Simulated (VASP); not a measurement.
# InP (F-43m) in VASP: notebook

InP is run at these levels: LDA; tasks: single point, relaxation of cell and atoms.

Program: VASP 6.6.1. These are calculated values, not measurements. Logs are shortened: lines on timing, memory, paths and dates and some standing lists are left out, and cuts for length are marked.

### 1 The cell of the first run

Symmetry: F-43m, No. 216, cubic system. Conventional cell: a = 5.800 Å, b = 5.800 Å, c = 5.800 Å, α = 90.00°, β = 90.00°, γ = 90.00°. Within 3.3 Å of In (site symmetry -43m) lie 4 P at 2.51 Å. Within 3.3 Å of P (site symmetry -43m) lie 4 In at 2.51 Å.

### 2 Single point, LDA

Input file INCAR:

```
PREC = Accurate
ENCUT = 520
EDIFF = 1E-6
ISMEAR = 0
SIGMA = 0.01
LREAL = False
LASPH = True
NELM = 60
ALGO = Normal
ISIF = 2
LWAVE = False
LCHARG = False
GGA = CA
NBANDS = 16
```

Input file KPOINTS:

```
Automatic mesh
0
Gamma
  8 8 8
```

Input file POSCAR:

```
InP
1.0
    0.0000000000      2.9002370895      2.9002370895
    2.9002370895      0.0000000000      2.9002370895
    2.9002370895      2.9002370895      0.0000000000
In P
1 1
Direct
    0.0000000000      0.0000000000      0.0000000000
    0.7500000000      0.7500000000      0.7500000000
```

Potentials or basis: VASP PAW LDA potentials, release 64 (In_d, P).

On the command line:

```bash
$ cat potpaw_LDA.64/In_d/POTCAR potpaw_LDA.64/P/POTCAR > POTCAR
$ mpirun -np 1 vasp_std > vasp.out
```

OUTCAR:

```text
PREC = Accurate
   ENCUT = 520
   EDIFF = 1E-6
   ISMEAR = 0
   LREAL = False
   LASPH = True
   NELM = 60
   ISIF = 2
   GGA = CA

 ion  position               nearest neighbor table
   1  0.000  0.000  0.000-   2 2.51   2 2.51   2 2.51   2 2.51
   2  0.750  0.750  0.750-   1 2.51   1 2.51   1 2.51   1 2.51

  LATTYP: Found a face centered cubic cell.
 ALAT       =     5.8004741790

  Lattice vectors:

 A1 = (   0.0000000000,   2.9002370895,   2.9002370895)
 A2 = (   2.9002370895,   0.0000000000,   2.9002370895)
 A3 = (   2.9002370895,   2.9002370895,   0.0000000000)

Analysis of symmetry for initial positions (statically):
=====================================================================
 Subroutine PRICEL returns:
 Original cell was already a primitive cell.

 Routine SETGRP: Setting up the symmetry group for a
 face centered cubic supercell.

 Subroutine GETGRP returns: Found 24 space group operations
 (whereof 24 operations were pure point group operations)
 out of a pool of 48 trial point group operations.

The static configuration has the point symmetry T_d .

Analysis of symmetry for dynamics (positions and initial velocities):
=====================================================================
 Subroutine PRICEL returns:
 Original cell was already a primitive cell.

 Routine SETGRP: Setting up the symmetry group for a
 face centered cubic supercell.

 Subroutine GETGRP returns: Found 24 space group operations
 (whereof 24 operations were pure point group operations)
 out of a pool of 48 trial point group operations.

The dynamic configuration has the point symmetry T_d .

 Subroutine INISYM returns: Found 24 space group operations
 (whereof 24 operations are pure point group operations),
 and found     1 'primitive' translations

----------------------------------------------------------------------------------------

                                     Primitive cell

  volume of cell :      48.7900

  direct lattice vectors                    reciprocal lattice vectors
     0.000000000  2.900237090  2.900237090    -0.172399699  0.172399699  0.172399699
     2.900237090  0.000000000  2.900237090     0.172399699 -0.172399699  0.172399699
     2.900237090  2.900237090  0.000000000     0.172399699  0.172399699 -0.172399699

  length of vectors
     4.101554626  4.101554626  4.101554626     0.298605037  0.298605037  0.298605037

  position of ions in fractional coordinates (direct lattice)
     0.000000000  0.000000000  0.000000000
     0.750000000  0.750000000  0.750000000
[... 72 lines left out ...]
   LNONCOLLINEAR =      F non collinear calculations
   LSORBIT =      F    spin-orbit coupling
   LASPH  =      T    aspherical Exc in radial PAW
   ENCUT  =  520.0 eV  38.22 Ry    6.18 a.u.   7.63  7.63  7.63*2*pi/ulx,y,z
   NELM   =     60;   NELMIN=  2; NELMDL= -5     # of ELM steps
   EDIFF  = 0.1E-05   stopping-criterion for ELM
   LREAL  =      F    real-space projection
   EDIFFG = 0.1E-04   stopping-criterion for IOM
   NSW    =      0    number of steps for IOM
   IBRION =     -1    ionic relax: 0-MD 1-quasi-New 2-CG
   NFREE  =      0    steps in history (QN), initial steepest desc. (CG)
   ISIF   =      2    stress and relaxation
   ISYM   =      2    0-nonsym 1-usesym 2-fastsym
   POTIM  = 0.5000    time-step for ionic-motion
   TEBEG  =    0.0;   TEEND  =   0.0 temperature during run
   PSTRESS=    0.0 pullay stress
   NELECT =      18.0000    total number of electrons
   NUPDOWN=      -1.0000    fix difference up-down
   EMIN   =  10.00;   EMAX   =-10.00  energy-range for DOS
   EFERMI =   0.00;   METHOD = LEGACY
   ISMEAR =     0;   SIGMA  =   0.01  broadening in eV -4-tet -1-fermi 0-gaus
   EFERMI_NEDOS =   21; number of points for ismear=-14 and -15
   IALGO  =     38    algorithm
   IMIX   =      4    mixing-type and parameters
     AMIX     =   0.40;   BMIX     =  1.00
     AMIX_MAG =   1.60;   BMIX_MAG =  1.00
  volume/ion in A,a.u.               =      24.39       164.63
  Fermi-wavevector in a.u.,A,eV,Ry     =   1.174146  2.218815 18.757253  1.378619
  Thomas-Fermi vector in A             =   2.310548
   LORBIT       =      0    0 simple, 1 ext, 2 COOP (PROOUT), +10 PAW based schemes
   GGA     = CA    functional components
   LHFCALC =     F    Hartree Fock is set to
   AEXX    =    0.0000 exact exchange contribution
   IVDW    =     0    specifies the selected vdW correction
   LEPSILON=     F    determine dielectric tensor
   LRPA    =     F    only Hartree local field effects (RPA)
 non-spin polarized calculation
 Gauss-broadening in eV      SIGMA  =   0.01
  energy-cutoff  :      520.00
  volume of cell :       48.79
 maximum number of plane-waves:      1363
 NGX is ok and might be reduce to    32
   NGX = 15   NGY = 15   NGZ = 15

 number of electron      17.9999994 magnetization

 Free energy of the ion-electron system (eV)
  ---------------------------------------------------
  ext. energy  EPLUGINS =         0.00000000
  ---------------------------------------------------
  free energy    TOTEN  =        -9.66972542 eV

  energy without entropy =       -9.66972542  energy(sigma->0) =       -9.66972542

 E-fermi :   5.4455     XC(G=0):  -9.7455

 val. band max:        5.3598735077   @ k =   0.0000   0.0000   0.0000
 cond. band min:       6.0388018214   @ k =   0.0000   0.0000   0.0000
 fundamental gap:      0.6789283137
 Fermi energy:         5.4454680910

 k-point     1 :       0.0000    0.0000    0.0000
  band No.  band energies     occupation
      1      -8.8977      2.00000
      2      -8.8977      2.00000
      3      -8.8977      2.00000
      4      -8.7264      2.00000
      5      -8.7264      2.00000
      6      -6.4048      2.00000
[... 433 lines left out ...]
      3      -8.8205      2.00000
      4      -8.7335      2.00000
      5      -8.7120      2.00000
      6      -4.2037      2.00000
[... 8 lines left out ...]
     15      16.0102      0.00000
     16      16.7158      0.00000

 [... further k-points ...]
[... 5 lines left out ...]
  --------------------------------------------------------------------------------------
  -------------------------------------------------------------------------------------
  Total        0.3078530      0.3078530      0.3078530      0.0000000     -0.0000000      0.0000000
  in kB       10.1093561     10.1093561     10.1093561      0.0000000     -0.0000000      0.0000000
  external PRESSURE =      10.1093561 kB  Pullay stress =       0.0000000 kB

 VOLUME and BASIS-vectors are now :
 -----------------------------------------------------------------------------
  energy-cutoff  :      520.00
  volume of cell :       48.79
      direct lattice vectors                 reciprocal lattice vectors
     0.000000000  2.900237090  2.900237090    -0.172399699  0.172399699  0.172399699
     2.900237090  0.000000000  2.900237090     0.172399699 -0.172399699  0.172399699
     2.900237090  2.900237090  0.000000000     0.172399699  0.172399699 -0.172399699

 POSITION                                       TOTAL-FORCE (eV/Angst)
 -----------------------------------------------------------------------------------
      0.00000      0.00000      0.00000         0.000000      0.000000      0.000000
      4.35036      4.35036      4.35036        -0.000000     -0.000000     -0.000000
 -----------------------------------------------------------------------------------
    total drift:                                0.000000      0.000000     -0.000000

  FREE ENERGIE OF THE ION-ELECTRON SYSTEM (eV)
  ---------------------------------------------------
  free  energy   TOTEN  =        -9.6697254206 eV

  energy  without entropy=       -9.6697254206  energy(sigma->0) =       -9.66972542
```

It took 31 s on 1 thread of AMD EPYC, shared host; peak memory 0.13 GiB.

Results:

```
Free energy            : -9.6697 eV
Pressure               : 1.0 GPa
Band gap on the k mesh : 0.68 eV, direct
```

Caveat: spin-orbit coupling is left out, which moves the levels of the heavy elements.

### 3 Relaxation of cell and atoms, LDA, target pressure 1 GPa, at which the enthalpy is minimised

This run uses another cell than the first one, of 24.74 Å³/atom, 1.014 times its volume.

Input file INCAR:

```
PREC = Accurate
ENCUT = 600
EDIFF = 1E-6
ISMEAR = 0
SIGMA = 0.01
LREAL = F
LASPH = T
NELM = 100
ALGO = Normal
ISIF = 3
LWAVE = F
LCHARG = F
IBRION = 2
NSW = 100
EDIFFG = -0.002
PSTRESS = 10.0
```

Input file KPOINTS:

```
regular mesh
0
Gamma
  8 8 8
```

Input file POSCAR:

```
InP
1.0
    0.0000000000      2.9136709973      2.9136709973
    2.9136709973      0.0000000000      2.9136709973
    2.9136709973      2.9136709973      0.0000000000
In P
1 1
Direct
    0.0000000000      0.0000000000      0.0000000000
    0.7500000000      0.7500000000      0.7500000000
```

Potentials or basis: VASP PAW LDA potentials, release 64 (In_d, P).

On the command line:

```bash
$ cat potpaw_LDA.64/In_d/POTCAR potpaw_LDA.64/P/POTCAR > POTCAR
$ mpirun -np 1 vasp_std > vasp.out
```

Run time: 93 s. Hardware: 1 thread of AMD EPYC, shared host; peak memory 0.16 GiB.

Results (log left out):

| Item | Value |
| --- | --- |
| Free energy | -9.6703 eV |
| Relaxed volume | 24.42 Å³/atom |
| Relaxed cell | a = 4.103 Å, b = 4.103 Å, c = 4.103 Å, α = 60.00°, β = 60.00°, γ = 60.00° |
| Space group after relaxing (to 0.05 Å) | F-43m (No. 216) |
| Energy change on relaxing (the enthalpy is what falls) | +1.0 meV/atom |
| Ionic steps | 3 |
| Pressure after relaxing | 1.0 GPa |
| Band gap on the k mesh | 0.67 eV, direct |

The path:
```
step  energy change (eV)  largest force (eV/Å)  pressure (GPa)  volume (Å³)
   1              0.0000                0.0000            0.02        49.47
   2              0.0056                0.0000            1.66        48.40
   3              0.0020                0.0000            1.01        48.83
```

Final structure:
```xyz
2
Lattice="0.0000 2.9011 2.9011 2.9011 0.0000 2.9011 2.9011 2.9011 0.0000" Properties=species:S:1:pos:R:3 pbc="T T T"
In    0.0000    0.0000    0.0000
P     4.3517    4.3517    4.3517
```

Levels at points of the mesh, in eV from the valence-band top:
```tsv
k point	band 5	band 6	band 7	band 8	band 9	band 10	band 11	band 12	band 13
(0.00, 0.00, 0.00)	-14.09	-11.76	0.00	0.00	0.00	0.67	3.96	3.96	3.96
(0.50, 0.00, 0.00)	-14.07	-9.90	-5.99	-1.04	-1.04	1.40	4.71	4.71	6.95
(0.50, 0.50, 0.00)	-14.05	-9.20	-5.99	-2.46	-2.46	1.55	2.12	9.18	9.63
```

Caveat: the cell is relaxed towards a set pressure, so the enthalpy falls and the energy may rise; spin-orbit coupling is left out, which moves the levels of the heavy elements. LDA usually gives volumes a few per cent too small.
